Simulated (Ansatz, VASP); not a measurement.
## One calculation of Fe, two programs

```
CELL_PARAMETERS angstrom
-1.40149 1.40149 1.40149
1.40149 -1.40149 1.40149
1.40149 1.40149 -1.40149
ATOMIC_POSITIONS crystal
Fe 0.00000 0.00000 0.00000
```

Alike in both runs: task single point; functional PBE; k mesh 20 × 20 × 20; occupations gaussian, width 0.1 eV; collinear spin.

|  | VASP | Ansatz |
| --- | --- | --- |
| version | VASP 6.6.1 | Ansatz 0.2.0 |
| potentials or method | VASP PAW PBE potentials, release 64 (Fe), cutoff 520 eV | scalar-relativistic, plane waves, PAW |
| valence electrons in the cell | 8 | 16 |

```csv
,VASP,Ansatz,Ansatz less VASP
gap on the k mesh at the Fermi level (eV),none,none,-
pressure (GPa),5.5,6.0,+0.47
net moment per atom (μB),2.12,2.10,-0.017
size of the moment on the site where the two differ most (μB),2.11,2.14,+0.031
```

Site moments also hang on the region over which each program counts them. A gap of «none» marks a metal or a gap that the smearing closes. The functional is the same, so the differences come from potentials, cutoffs and numerics. VASP's potentials hold 8 valence electrons a cell and Ansatz's 16, so a difference there can come from the potentials and not from the codes.
